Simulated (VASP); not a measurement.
# GaP (F-43m) in VASP: G0W0 quasiparticle levels with LDA

Aim: the G0W0 quasiparticle levels of GaP with LDA.

Program: VASP 6.6.1. These are calculated values, not measurements. Logs are shortened: lines on timing, memory, paths and dates and some standing lists are left out, and cuts for length are marked.

### 1 The cell of the first run

Symmetry: F-43m, No. 216, cubic system. The conventional cell has a = 5.451 Å, b = 5.451 Å, c = 5.451 Å, α = 90.00°, β = 90.00°, γ = 90.00°. Within 3.1 Å of Ga (site symmetry -43m) lie 4 P at 2.36 Å. P (site symmetry -43m) has 4 Ga at 2.36 Å within 3.1 Å.

### 2 G0W0 quasiparticle levels, LDA

POSCAR

```
GaP
1.0
    0.0000000000      2.7254102088      2.7254102088
    2.7254102088      0.0000000000      2.7254102088
    2.7254102088      2.7254102088      0.0000000000
Ga P
1 1
Direct
    0.0000000000      0.0000000000      0.0000000000
    0.2500000000      0.2500000000      0.2500000000
```

INCAR.step1

```
  ALGO = Normal
  EDIFF = 1E-8
  ENCUT = 500
  ISMEAR = 0
  LASPH = True
  LCHARG = False
  LREAL = False
  LWAVE = True
  NELM = 100
  PREC = Accurate
  SIGMA = 0.01
```

INCAR.step2

```
  ALGO = Exact
  EDIFF = 1E-8
  ENCUT = 500
  ISMEAR = 0
  ISTART = 1
  LASPH = True
  LCHARG = False
  LOPTICS = True
  LREAL = False
  LWAVE = True
  NBANDS = 69
  NELM = 1
  PREC = Accurate
  SIGMA = 0.01
```

INCAR.step3

```
  ALGO = EVGW0
  EDIFF = 1E-8
  ENCUT = 500
  ENCUTGW = 80.0
  ISMEAR = 0
  ISTART = 1
  LASPH = True
  LCHARG = False
  LREAL = False
  LWAVE = False
  NBANDS = 69
  NBANDSGW = 17
  NELMGW = 1
  NOMEGA = 48
  PREC = Accurate
  PRECFOCK = Fast
  SIGMA = 0.01
```

KPOINTS

```
k-points
0
Gamma
  4 4 4
```

Potentials or basis: VASP PAW LDA potentials, release 64 (Ga_d_GW, P_GW).

Started as:

```bash
> cat potpaw_LDA.64/Ga_d_GW/POTCAR potpaw_LDA.64/P_GW/POTCAR > POTCAR
> cp INCAR.step1 INCAR
> mpirun -np 1 vasp_std > vasp.out
> cp INCAR.step2 INCAR
> mpirun -np 1 vasp_std > vasp.out
> cp INCAR.step3 INCAR
> mpirun -np 1 vasp_std > vasp.out
```

OUTCAR:

```text
EDIFF = 1E-8
   ENCUT = 500
   ENCUTGW = 80.0
   ISMEAR = 0
   ISTART = 1
   LASPH = True
   LREAL = False
   NELMGW = 1
   PREC = Accurate
   PRECFOCK = Fast

 ion  position               nearest neighbor table
   1  0.000  0.000  0.000-   2 2.36   2 2.36   2 2.36   2 2.36
   2  0.250  0.250  0.250-   1 2.36   1 2.36   1 2.36   1 2.36

  LATTYP: Found a face centered cubic cell.
 ALAT       =     5.4508204176

  Lattice vectors:

 A1 = (   0.0000000000,   2.7254102088,   2.7254102088)
 A2 = (   2.7254102088,   0.0000000000,   2.7254102088)
 A3 = (   2.7254102088,   2.7254102088,   0.0000000000)

Analysis of symmetry for initial positions (statically):
=====================================================================
 Subroutine PRICEL returns:
 Original cell was already a primitive cell.

 Routine SETGRP: Setting up the symmetry group for a
 face centered cubic supercell.

 Subroutine GETGRP returns: Found 24 space group operations
 (whereof 24 operations were pure point group operations)
 out of a pool of 48 trial point group operations.

The static configuration has the point symmetry T_d .

Analysis of symmetry for dynamics (positions and initial velocities):
=====================================================================
 Subroutine PRICEL returns:
 Original cell was already a primitive cell.

 Routine SETGRP: Setting up the symmetry group for a
 face centered cubic supercell.

 Subroutine GETGRP returns: Found 24 space group operations
 (whereof 24 operations were pure point group operations)
 out of a pool of 48 trial point group operations.

The dynamic configuration has the point symmetry T_d .

 Subroutine INISYM returns: Found 24 space group operations
 (whereof 24 operations are pure point group operations),
 and found     1 'primitive' translations

----------------------------------------------------------------------------------------

                                     Primitive cell

  volume of cell :      40.4879

  direct lattice vectors                    reciprocal lattice vectors
[... 44 lines left out ...]
  0.000000  0.000000  0.000000      1.000000
  0.250000  0.000000  0.000000      8.000000
  0.500000  0.000000  0.000000      4.000000
  0.250000  0.250000  0.000000      6.000000
  0.500000  0.250000  0.000000     24.000000
 -0.250000  0.250000  0.000000     12.000000
  0.500000  0.500000  0.000000      3.000000
 -0.250000  0.500000  0.250000      6.000000
   k-points           NKPTS =      8   k-points in BZ     NKDIM =     64   number of bands    NBANDS=     69
   number of dos      NEDOS =    301   number of ions     NIONS =      2
   total plane-waves  NPLWV =  21952
   dimension x,y,z NGX =    28 NGY =   28 NGZ =   28
   dimension x,y,z NGXF=    56 NGYF=   56 NGZF=   56
   ions per type =               1   1
   NGX,Y,Z   is equivalent  to a cutoff of  12.08, 12.08, 12.08 a.u.
   NGXF,Y,Z  is equivalent  to a cutoff of  24.15, 24.15, 24.15 a.u.
 SYSTEM =  unknown system
   PREC   = accura    normal or accurate (medium, high low for compatibility)
   ISTART =      1    job   : 0-new  1-cont  2-samecut
   ICHARG =      0    charge: 1-file 2-atom 10-const
   ISPIN  =      1    spin polarized calculation?
   LNONCOLLINEAR =      F non collinear calculations
   LSORBIT =      F    spin-orbit coupling
   LASPH  =      T    aspherical Exc in radial PAW
   ENCUT  =  500.0 eV  36.75 Ry    6.06 a.u.   7.03  7.03  7.03*2*pi/ulx,y,z
   NELM   =     60;   NELMIN=  2; NELMDL=  0     # of ELM steps
   EDIFF  = 0.1E-07   stopping-criterion for ELM
   LREAL  =      F    real-space projection
   EDIFFG = 0.1E-06   stopping-criterion for IOM
   NSW    =      0    number of steps for IOM
   IBRION =     -1    ionic relax: 0-MD 1-quasi-New 2-CG
   NFREE  =      0    steps in history (QN), initial steepest desc. (CG)
   ISIF   =      0    stress and relaxation
   ISYM   =      3    0-nonsym 1-usesym 2-fastsym
   POTIM  = 0.5000    time-step for ionic-motion
   TEBEG  =    0.0;   TEEND  =   0.0 temperature during run
   PSTRESS=    0.0 pullay stress
   NELECT =      18.0000    total number of electrons
   NUPDOWN=      -1.0000    fix difference up-down
   EMIN   =  10.00;   EMAX   =-10.00  energy-range for DOS
   EFERMI =   0.00;   METHOD = LEGACY
   ISMEAR =     0;   SIGMA  =   0.01  broadening in eV -4-tet -1-fermi 0-gaus
   EFERMI_NEDOS =   21; number of points for ismear=-14 and -15
   IALGO  =     38    algorithm
   IMIX   =      4    mixing-type and parameters
     AMIX     =   0.40;   BMIX     =  1.00
     AMIX_MAG =   1.60;   BMIX_MAG =  1.00
  volume/ion in A,a.u.               =      20.24       136.61
  Fermi-wavevector in a.u.,A,eV,Ry     =   1.249464  2.361145 21.240879  1.561161
  Thomas-Fermi vector in A             =   2.383503
   LORBIT       =      0    0 simple, 1 ext, 2 COOP (PROOUT), +10 PAW based schemes
   GGA     = CA    functional components
   LHFCALC =     T    Hartree Fock is set to
   PRECFOCK=fast      Normal, Fast or Accurate (Low or Medium for compatibility)
   ENCUT4O =  -1.0   cutoff for four orbital integrals eV
   NKREDX  =     1    reduce k-point grid by
   NKREDY  =     1    reduce k-point grid by
   NKREDZ  =     1    reduce k-point grid by
   AEXX    =    1.0000 exact exchange contribution
   HFSCREEN=    0.0000 screening length (either q_TF or 0.3 A-1)
   HFSCREENC=   0.0000 screening length for correlation (either q_TF or 0.3 A-1)
   ENCUTFOCK=  -1.0 apply spherical cutoff to Coloumb kernel
   IVDW    =     0    specifies the selected vdW correction
   LEPSILON=     F    determine dielectric tensor
   LRPA    =     F    only Hartree local field effects (RPA)
   LRPAFORCE           =     F    calculate RPA forces
   ENCUTGW             =  80.0    cutoff for response function in eV
   ENCUTGWSOFT         =  64.0    soft cutoff for Coulomb kernel in GW response function in eV
   ENCUTLF             =  -1.0    cutoff for local field effects
   NELMGW              =     1    number of iterations in solving QP/BSE equation
   NELMHF              =     1    number of iterations in the inner HF iteration
   NKREDLFX            =     1    NKREDLFY  =   1   NKREDLFZ  =   1
 non-spin polarized calculation
 Gauss-broadening in eV      SIGMA  =   0.01
  energy-cutoff  :      500.00
  volume of cell :       40.49
 maximum number of plane-waves:      1056
  NGX = 16; NGY = 16; NGZ = 16
   NGX = 13   NGY = 13   NGZ = 13
 maximum number of plane-waves:        70
 NGX is ok and might be reduce to    14

 QP shifts <psi_nk| G(iteration)W_0 |psi_nk>: iteration 1
 for sc-GW calculations column KS-energies equals QP-energies in previous step
 and V_xc(KS)=  KS-energies - (<T + V_ion + V_H > + <T+V_H+V_ion>^1  + <V_x>^1)

 k-point   1 :       0.0000    0.0000    0.0000
  band No.  KS-energies  QP-energies   sigma(KS)   V_xc(KS)     V^pw_x(r,r')   Z            occupation Imag(sigma)

      1     -10.5441     -13.4044     -26.0029     -21.8385     -34.9794       0.6869       2.0000       0.2476
      2     -10.5441     -13.4044     -26.0029     -21.8385     -34.9794       0.6869       2.0000       0.2476
      3     -10.5441     -13.4044     -26.0029     -21.8385     -34.9794       0.6869       2.0000       0.2476
      4     -10.4479     -13.3488     -26.1694     -21.9565     -35.1080       0.6886       2.0000       0.2127
      5     -10.4479     -13.3488     -26.1694     -21.9565     -35.1080       0.6886       2.0000       0.2127
      6      -8.3090      -8.4855     -11.8170     -11.5452     -18.6271       0.6495       2.0000       1.0595
[... 143 lines left out ...]
      3     -10.4863     -13.3825     -26.1162     -21.9288     -35.0919       0.6917       2.0000       0.2392
      4     -10.4633     -13.3530     -26.1341     -21.9306     -35.0770       0.6875       2.0000       0.2168
      5     -10.4398     -13.3506     -26.1752     -21.9663     -35.1225       0.6916       2.0000       0.2119
      6      -5.1992      -5.4466     -13.2784     -12.9230     -19.2148       0.6961       2.0000       0.7139
[... 9 lines left out ...]
     16      17.7730      18.5319     -10.4315     -11.4595      -4.0299       0.7382       0.0000      -0.6717
     17      17.8582      18.3869      -9.8773     -10.5831      -3.7095       0.7491       0.0000      -0.6717
```

OUTCAR.step1:

```text
EDIFF = 1E-8
   ENCUT = 500
   ISMEAR = 0
   LASPH = True
   LREAL = False
[... 329 lines left out ...]
      0.00000      0.00000      0.00000         0.000000      0.000000     -0.000000
      1.36271      1.36271      1.36271        -0.000000     -0.000000      0.000000
 -----------------------------------------------------------------------------------
    total drift:                               -0.000000     -0.000000     -0.000000

  FREE ENERGIE OF THE ION-ELECTRON SYSTEM (eV)
  ---------------------------------------------------
  free  energy   TOTEN  =       -10.2821387609 eV

  energy  without entropy=      -10.2821387609  energy(sigma->0) =      -10.28213876
```

It took 2.8 min on 1 thread of Intel Xeon 8259CL, shared host; peak memory 0.38 GiB.

What came out:

```
Quasiparticle gap                                   : 1.92 eV
Least direct quasiparticle gap                      : 2.64 eV
Band gap of the starting levels on the mesh         : 1.46 eV
Least direct gap of the starting levels on the mesh : 1.62 eV
```

Caveat: the k points lie up to 0.50 Å⁻¹ apart; bands, screening cutoff and mesh are small and nothing is extrapolated, so the quasiparticle values aren't converged.
